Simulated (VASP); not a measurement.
# Rh (Fm-3m) in VASP: notebook

The runs below take Rh through single point, with LDA.

Program: VASP 6.6.1. These are calculated values, not measurements. Logs are shortened: lines on timing, memory, paths and dates and some standing lists are left out, and cuts for length are marked.

## (1) The cell of the first run

The structure is cubic, space group Fm-3m (No. 225). The conventional cell has a = 3.754 Å, b = 3.754 Å, c = 3.754 Å, α = 90.00°, β = 90.00°, γ = 90.00°. Within 3.5 Å of Rh (site symmetry m-3m) lie 12 Rh at 2.65 Å.

## (2) Single point, LDA

The input, INCAR:

```
PREC     = Accurate       # precision mode
ENCUT    = 520            # plane-wave cutoff, eV
EDIFF    = 1E-6           # SCF threshold, eV
ISMEAR   = 0              # smearing method
SIGMA    = 0.1            # smearing width, eV
LREAL    = F              # projectors in reciprocal space
LASPH    = T              # aspherical terms in the spheres
NELM     = 100            # most SCF steps
ALGO     = Normal         # electronic algorithm
ISIF     = 2              # what is computed and relaxed
LWAVE    = F              # write WAVECAR
LCHARG   = F              # write CHGCAR
NBANDS   = 14             # bands
```

The input, KPOINTS:

```
Automatic mesh
0
Gamma
  20 20 20
```

The input, POSCAR:

```
Rh
1.0
    0.0000000000      1.8770352621      1.8770352621
    1.8770352621      0.0000000000      1.8770352621
    1.8770352621      1.8770352621      0.0000000000
Rh
1
Direct
    0.0000000000      0.0000000000      0.0000000000
```

Potentials or basis: VASP PAW LDA potentials, release 64 (Rh_pv).

Command:

```bash
$ cat potpaw_LDA.64/Rh_pv/POTCAR > POTCAR
$ mpirun -np 1 vasp_std > vasp.out
```

OUTCAR:

```text
PREC = Accurate
   ENCUT = 520
   EDIFF = 1E-6
   ISMEAR = 0
   LREAL = F
   LASPH = T
   NELM = 100
   ISIF = 2

 ion  position               nearest neighbor table
   1  0.000  0.000  0.000-

  LATTYP: Found a face centered cubic cell.
 ALAT       =     3.7540705242

  Lattice vectors:

 A1 = (   0.0000000000,   1.8770352621,   1.8770352621)
 A2 = (   1.8770352621,   0.0000000000,   1.8770352621)
 A3 = (   1.8770352621,   1.8770352621,   0.0000000000)

Analysis of symmetry for initial positions (statically):
=====================================================================
 Subroutine PRICEL returns:
 Original cell was already a primitive cell.

 Routine SETGRP: Setting up the symmetry group for a
 face centered cubic supercell.

 Subroutine GETGRP returns: Found 48 space group operations
 (whereof 48 operations were pure point group operations)
 out of a pool of 48 trial point group operations.

The static configuration has the point symmetry O_h .

Analysis of symmetry for dynamics (positions and initial velocities):
=====================================================================
 Subroutine PRICEL returns:
 Original cell was already a primitive cell.

 Routine SETGRP: Setting up the symmetry group for a
 face centered cubic supercell.

 Subroutine GETGRP returns: Found 48 space group operations
 (whereof 48 operations were pure point group operations)
 out of a pool of 48 trial point group operations.

The dynamic configuration has the point symmetry O_h .

 Subroutine INISYM returns: Found 48 space group operations
 (whereof 48 operations are pure point group operations),
 and found     1 'primitive' translations

----------------------------------------------------------------------------------------

                                     Primitive cell

  volume of cell :      13.2266

  direct lattice vectors                    reciprocal lattice vectors
     0.000000000  1.877035262  1.877035262    -0.266377521  0.266377521  0.266377521
     1.877035262  0.000000000  1.877035262     0.266377521 -0.266377521  0.266377521
     1.877035262  1.877035262  0.000000000     0.266377521  0.266377521 -0.266377521

  length of vectors
     2.654528725  2.654528725  2.654528725     0.461379400  0.461379400  0.461379400

  position of ions in fractional coordinates (direct lattice)
     0.000000000  0.000000000  0.000000000

  ion indices of the primitive-cell ions
   primitive index   ion index
                 1           1

----------------------------------------------------------------------------------------

 KPOINTS: Automatic mesh

Automatic generation of k-mesh.
 Grid dimensions read from file:
 generate k-points for:   20   20   20

 Generating k-lattice:

  Cartesian coordinates                     Fractional coordinates (reciprocal lattice)
    -0.013318876  0.013318876  0.013318876     0.050000000  0.000000000  0.000000000
     0.013318876 -0.013318876  0.013318876     0.000000000  0.050000000  0.000000000
     0.013318876  0.013318876 -0.013318876     0.000000000  0.000000000  0.050000000

  Length of vectors
     0.023068970  0.023068970  0.023068970

  Shift w.r.t. Gamma in fractional coordinates (k-lattice)
     0.000000000  0.000000000  0.000000000

 Subroutine IBZKPT returns following result:
 ===========================================

 Found    256 irreducible k-points:

 Following reciprocal coordinates:
            Coordinates               Weight
  0.000000  0.000000  0.000000      1.000000
  0.050000  0.000000  0.000000      8.000000
  0.100000  0.000000  0.000000      8.000000
  0.150000  0.000000  0.000000      8.000000
  0.200000  0.000000  0.000000      8.000000
  0.250000  0.000000  0.000000      8.000000
[... 16 lines left out ...]
 -0.400000  0.050000  0.000000     24.000000
 -0.350000  0.050000  0.000000     24.000000
 [... further k-points ...]
   k-points           NKPTS =    256   k-points in BZ     NKDIM =    256   number of bands    NBANDS=     14
   number of dos      NEDOS =    301   number of ions     NIONS =      1
   total plane-waves  NPLWV =   8000
   dimension x,y,z NGX =    20 NGY =   20 NGZ =   20
   dimension x,y,z NGXF=    40 NGYF=   40 NGZF=   40
   ions per type =               1
   NGX,Y,Z   is equivalent  to a cutoff of  12.53, 12.53, 12.53 a.u.
   NGXF,Y,Z  is equivalent  to a cutoff of  25.05, 25.05, 25.05 a.u.
 SYSTEM =  unknown system
   PREC   = accura    normal or accurate (medium, high low for compatibility)
   ISTART =      0    job   : 0-new  1-cont  2-samecut
   ICHARG =      2    charge: 1-file 2-atom 10-const
   ISPIN  =      1    spin polarized calculation?
   LNONCOLLINEAR =      F non collinear calculations
   LSORBIT =      F    spin-orbit coupling
   LASPH  =      T    aspherical Exc in radial PAW
   ENCUT  =  520.0 eV  38.22 Ry    6.18 a.u.   4.94  4.94  4.94*2*pi/ulx,y,z
   NELM   =    100;   NELMIN=  2; NELMDL= -5     # of ELM steps
   EDIFF  = 0.1E-05   stopping-criterion for ELM
   LREAL  =      F    real-space projection
   EDIFFG = 0.1E-04   stopping-criterion for IOM
   NSW    =      0    number of steps for IOM
   IBRION =     -1    ionic relax: 0-MD 1-quasi-New 2-CG
   NFREE  =      0    steps in history (QN), initial steepest desc. (CG)
   ISIF   =      2    stress and relaxation
   ISYM   =      2    0-nonsym 1-usesym 2-fastsym
   POTIM  = 0.5000    time-step for ionic-motion
   TEBEG  =    0.0;   TEEND  =   0.0 temperature during run
   PSTRESS=    0.0 pullay stress
   NELECT =      15.0000    total number of electrons
   NUPDOWN=      -1.0000    fix difference up-down
   EMIN   =  10.00;   EMAX   =-10.00  energy-range for DOS
   EFERMI =   0.00;   METHOD = LEGACY
   ISMEAR =     0;   SIGMA  =   0.10  broadening in eV -4-tet -1-fermi 0-gaus
   EFERMI_NEDOS =   21; number of points for ismear=-14 and -15
   IALGO  =     38    algorithm
   IMIX   =      4    mixing-type and parameters
     AMIX     =   0.40;   BMIX     =  1.00
     AMIX_MAG =   1.60;   BMIX_MAG =  1.00
  volume/ion in A,a.u.               =      13.23        89.26
  Fermi-wavevector in a.u.,A,eV,Ry     =   1.707220  3.226178 39.655542  2.914600
  Thomas-Fermi vector in A             =   2.786112
   LORBIT       =      0    0 simple, 1 ext, 2 COOP (PROOUT), +10 PAW based schemes
   GGA     = CA    functional components
   LHFCALC =     F    Hartree Fock is set to
   AEXX    =    0.0000 exact exchange contribution
   IVDW    =     0    specifies the selected vdW correction
   LEPSILON=     F    determine dielectric tensor
   LRPA    =     F    only Hartree local field effects (RPA)
 non-spin polarized calculation
 Gauss-broadening in eV      SIGMA  =   0.10
  energy-cutoff  :      520.00
  volume of cell :       13.23
 maximum number of plane-waves:       368
   NGX =  9   NGY =  9   NGZ =  9

 number of electron      15.0000002 magnetization

 Free energy of the ion-electron system (eV)
  ---------------------------------------------------
  ext. energy  EPLUGINS =         0.00000000
  ---------------------------------------------------
  free energy    TOTEN  =        -8.68737612 eV

  energy without entropy =       -8.68192552  energy(sigma->0) =       -8.68465082

 E-fermi :  12.4456     XC(G=0): -14.5995

 val. band max:       12.4348426040   @ k =   0.3000   0.3000   0.0000
 cond. band min:      12.4484290974   @ k =  -0.3500   0.2500   0.0500
 fundamental gap:      0.0135864934
 Fermi energy:        12.4456008344

 k-point     1 :       0.0000    0.0000    0.0000
  band No.  band energies     occupation
      1     -33.7893      2.00000
      2     -33.7893      2.00000
      3     -33.7893      2.00000
      4       4.1240      2.00000
      5       9.1402      2.00000
      6       9.1402      2.00000
      7       9.1402      2.00000
      8      11.4004      2.00000
      9      11.4004      2.00000
     10      28.3501      0.00000
     11      32.6842      0.00000
     12      33.9803      0.00000
     13      33.9803      0.00000
     14      33.9803      0.00000

 k-point     2 :       0.0500    0.0000    0.0000
  band No.  band energies     occupation
      1     -33.8110      2.00000
      2     -33.7922      2.00000
      3     -33.7922      2.00000
      4       4.2294      2.00000
      5       9.0914      2.00000
      6       9.1826      2.00000
      7       9.1826      2.00000
      8      11.3754      2.00000
      9      11.3754      2.00000
     10      28.5104      0.00000
     11      32.6835      0.00000
     12      33.4093      0.00000
     13      34.1394      0.00000
     14      34.1394      0.00000

 k-point     3 :       0.1000    0.0000    0.0000
  band No.  band energies     occupation
      1     -33.8737      2.00000
      2     -33.8005      2.00000
      3     -33.8005      2.00000
      4       4.5340      2.00000
      5       8.9651      2.00000
      6       9.2969      2.00000
      7       9.2969      2.00000
      8      11.3171      2.00000
      9      11.3171      2.00000
     10      28.9533      0.00000
     11      32.1547      0.00000
     12      32.6878      0.00000
     13      34.6048      0.00000
     14      34.6048      0.00000

 k-point     4 :       0.1500    0.0000    0.0000
  band No.  band energies     occupation
      1     -33.9707      2.00000
      2     -33.8136      2.00000
      3     -33.8136      2.00000
      4       4.9967      2.00000
      5       8.8229      2.00000
      6       9.4402      2.00000
      7       9.4402      2.00000
      8      11.2771      2.00000
      9      11.2771      2.00000
     10      29.5494      0.00000
     11      30.7243      0.00000
     12      32.6857      0.00000
     13      35.3406      0.00000
     14      35.3406      0.00000

 k-point     5 :       0.2000    0.0000    0.0000
  band No.  band energies     occupation
      1     -34.0916      2.00000
      2     -33.8299      2.00000
      3     -33.8299      2.00000
      4       5.5241      2.00000
      5       8.7809      2.00000
      6       9.5379      2.00000
      7       9.5379      2.00000
      8      11.3379      2.00000
      9      11.3379      2.00000
     10      29.2479      0.00000
     11      30.0667      0.00000
[... 276 lines left out ...]
 k-point    22 :      -0.4500    0.0500    0.0000
  band No.  band energies     occupation
      1     -34.6259      2.00000
      2     -33.9223      2.00000
      3     -33.9063      2.00000
      4       6.0294      2.00000
      5       9.0135      2.00000
      6       9.1412      2.00000
      7      12.0385      2.00000
      8      12.9453      0.00000
      9      14.0373      0.00000
     10      21.6403      0.00000
     11      28.0799      0.00000
     12      32.6851      0.00000
     13      33.5656      0.00000
     14      34.1124      0.00000

 k-point    23 :      -0.4000    0.0500    0.0000
  band No.  band energies     occupation
      1     -34.5806      2.00000
      2     -33.9191      2.00000
      3     -33.8962      2.00000
      4       6.0890      2.00000
      5       9.0911      2.00000
      6       9.1972      2.00000
      7      11.5554      2.00000
      8      12.6492      0.00399
      9      13.5746      0.00000
     10      22.6743      0.00000
     11      28.3604      0.00000
     12      32.6852      0.00000
     13      33.8448      0.00000
     14      34.9004      0.00000

 k-point    24 :      -0.3500    0.0500    0.0000
  band No.  band energies     occupation
      1     -34.5009      2.00000
      2     -33.9102      2.00000
      3     -33.8818      2.00000
      4       6.1740      2.00000
      5       9.2122      2.00000
      6       9.3028      2.00000
      7      10.7136      2.00000
      8      12.2380      1.99668
      9      13.0357      0.00000
     10      24.1564      0.00000
     11      28.8659      0.00000
     12      32.6852      0.00000
     13      34.4944      0.00000
     14      36.0973      0.00000

 [... further k-points ...]
[... 5 lines left out ...]
  --------------------------------------------------------------------------------------
  -------------------------------------------------------------------------------------
  Total        0.0673975      0.0673975      0.0673975     -0.0000000      0.0000000      0.0000000
  in kB        8.1640718      8.1640718      8.1640718     -0.0000000      0.0000000      0.0000000
  external PRESSURE =       8.1640718 kB  Pullay stress =       0.0000000 kB

 VOLUME and BASIS-vectors are now :
 -----------------------------------------------------------------------------
  energy-cutoff  :      520.00
  volume of cell :       13.23
      direct lattice vectors                 reciprocal lattice vectors
     0.000000000  1.877035262  1.877035262    -0.266377521  0.266377521  0.266377521
     1.877035262  0.000000000  1.877035262     0.266377521 -0.266377521  0.266377521
     1.877035262  1.877035262  0.000000000     0.266377521  0.266377521 -0.266377521

 POSITION                                       TOTAL-FORCE (eV/Angst)
 -----------------------------------------------------------------------------------
      0.00000      0.00000      0.00000         0.000000      0.000000     -0.000000
 -----------------------------------------------------------------------------------
    total drift:                               -0.000000     -0.000000     -0.000000

  FREE ENERGIE OF THE ION-ELECTRON SYSTEM (eV)
  ---------------------------------------------------
  free  energy   TOTEN  =        -8.6873761212 eV

  energy  without entropy=       -8.6819255227  energy(sigma->0) =       -8.68465082
```

Wall time 23 s (1 thread of AMD EPYC 7R13 (Zen 3), shared host); peak memory 0.12 GiB.

Results:

```
Free energy : -8.6874 eV
Pressure    : 0.8 GPa
```

Levels at points of the mesh, in eV from the Fermi level:
```csv
k point,band 4,band 5,band 6,band 7,band 8,band 9,band 10,band 11
"(0.00, 0.00, 0.00)",-8.32,-3.31,-3.31,-3.31,-1.05,-1.05,15.90,20.24
"(0.50, 0.00, 0.00)",-6.51,-3.38,-3.38,0.62,0.62,0.65,8.99,15.44
"(0.50, 0.50, 0.00)",-6.72,-6.35,0.61,1.06,1.06,3.25,12.75,13.43
```

## (3) Single point, LDA

The input, INCAR:

```
PREC     = Accurate       # precision mode
ENCUT    = 520            # plane-wave cutoff, eV
EDIFF    = 1E-6           # SCF threshold, eV
ISMEAR   = 0              # smearing method
SIGMA    = 0.1            # smearing width, eV
LREAL    = False          # projectors in reciprocal space
LASPH    = True           # aspherical terms in the spheres
NELM     = 100            # most SCF steps
ALGO     = Normal         # electronic algorithm
ISIF     = 2              # what is computed and relaxed
LWAVE    = False          # write WAVECAR
LCHARG   = True           # write CHGCAR
GGA      = CA             # functional
LELF     = True           # ELF
LVHAR    = True         
NBANDS   = 14             # bands
```

KPOINTS is that of step 2.

POSCAR is that of step 2.

Potentials or basis: VASP PAW LDA potentials, release 64 (Rh_pv).

Command:

```bash
$ cat potpaw_LDA.64/Rh_pv/POTCAR > POTCAR
$ mpirun -np 1 vasp_std > vasp.out
```

Wall time 24 s (1 thread of AMD EPYC 7R13 (Zen 3), shared host); peak memory 0.12 GiB.

The run converged. Its results:

```yaml
Free_energy: -8.6874 eV
Pressure: 0.8 GPa
```

Levels at points of the mesh, in eV from the Fermi level:
```tsv
k point	band 3	band 4	band 5	band 6	band 7	band 8	band 9	band 10	band 11	band 12
(0.00, 0.00, 0.00)	-46.23	-8.32	-3.31	-3.31	-3.31	-1.05	-1.05	15.90	20.24	21.53
(0.50, 0.00, 0.00)	-46.35	-6.51	-3.38	-3.38	0.62	0.62	0.65	8.99	15.44	20.24
(0.50, 0.50, 0.00)	-46.55	-6.72	-6.35	0.61	1.06	1.06	3.25	12.75	13.43	13.43
```
